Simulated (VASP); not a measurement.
A run of VASP 6.6.1 is set up as follows.

File INCAR:

```
PREC     = Accurate       # precision mode
ENCUT    = 520            # plane-wave cutoff, eV
EDIFF    = 1E-6           # SCF threshold, eV
ISMEAR   = 0              # smearing method
SIGMA    = 0.1            # smearing width, eV
LREAL    = F              # projectors in reciprocal space
LASPH    = T              # aspherical terms in the spheres
NELM     = 60             # most SCF steps
ALGO     = Fast           # electronic algorithm
ISIF     = 2              # what is computed and relaxed
LWAVE    = F              # write WAVECAR
LCHARG   = T              # write CHGCAR
LDIPOL   = T            
IDIPOL   = 3            
DIPOL    = 0.5 0.5 0.500
GGA      = PS             # functional
LELF     = T              # ELF
LVHAR    = T            
LVACPOTAV= T            
NBANDS   = 48             # bands
```

File KPOINTS:

```
regular mesh
0
Gamma
  15 15 1
```

File POSCAR:

```
Cu
1.0
    2.5196845643      0.0000000000      0.0000000000
   -1.2598422821      2.1821108422      0.0000000000
    0.0000000000      0.0000000000     27.3438829904
Cu
7
Direct
    0.6666666667      0.3333333333      0.2742843803
    0.3333333333      0.6666666667      0.3495229202
    0.0000000000      0.0000000000      0.4247614601
    0.6666666667      0.3333333333      0.5000000000
    0.3333333333      0.6666666667      0.5752385399
    0.0000000000      0.0000000000      0.6504770798
    0.6666666667      0.3333333333      0.7257156197
```

Potentials or basis: VASP PAW PBE potentials, release 64 (Cu).

Run with:

```bash
$ cat potpaw_PBE.64/Cu/POTCAR > POTCAR
$ mpirun -np 1 vasp_std > vasp.out
```

Task: What does it give for the largest force?

Result: 0.075 eV/Å.

Task: Predict the band gap on the k mesh.

Result: Zero (an odd number of electrons rules out a gap without spin polarisation).

Forces on the atoms (eV/Å):
```
Cu   0.000  0.000  0.053
Cu   0.000  0.000 -0.075
Cu   0.000  0.000 -0.028
Cu   0.000  0.000  0.000
Cu   0.000  0.000  0.028
Cu   0.000  0.000  0.075
Cu   0.000  0.000 -0.053
```

Caveat: the PAW data sets were made with another functional, which shifts forces and pressure a little.
